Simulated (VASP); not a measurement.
Runs of VASP 6.6.1 on AlNi. The structure is that of space group Pm-3m (No. 221), or close to it. The cells are those of the table. 

| task | cell | cutoff (eV) | gap on the mesh (eV) | pressure (GPa) |
| --- | --- | --- | --- | --- |
| single point | a = 2.851 Å, 2 atoms | 520 | none | 2.2 |
| relaxation of cell and atoms | relaxed to 4 GPa from a = 2.862 Å, 2 atoms | 600 | none | 4.0 |
| single point | a = 2.827 Å, 2 atoms | 520 | none | 7.2 |
| single point | a = 2.862 Å, 2 atoms | 520 | none | 0.2 |
| single point | a = 2.813 Å, 2 atoms | 520 | none | (b) |
| relaxation of cell and atoms | relaxed to 1 GPa from a = 2.862 Å, 2 atoms | 600 | none | 1.0 |
| single point | a = 2.857 Å, 2 atoms | 520 | none | 1.2 |
| relaxation of cell and atoms | relaxed to 2 GPa from a = 2.862 Å, 2 atoms | 600 | none | 2.0 |
| single point | a = 2.793 Å, 2 atoms | 520 | none | 15.1 |
| relaxation of cell and atoms | relaxed to 7 GPa from a = 2.862 Å, 2 atoms | 600 | none | 7.0 |
| relaxation of cell and atoms | relaxed to 10 GPa from a = 2.862 Å, 2 atoms | 600 | none | 10.0 |
| single point | a = 2.841 Å, 2 atoms | 520 | none | (a) |

Alike in all rows: level PBEsol; potentials or basis VASP PAW PBE potentials, release 64 (Al, Ni); no spin polarisation; k mesh 16 × 16 × 16; smearing fermi-dirac 0.05 eV.

**Question.** Estimate the missing entries.

**Answer.** (a) 4.1; (b) 10.2.

Caveats: the PAW data sets were made with another functional, which shifts forces and pressure a little; the cell is relaxed towards a set pressure, so the enthalpy falls and the energy may rise (some runs).

A gap of «none» marks levels without a gap at the run's occupations.
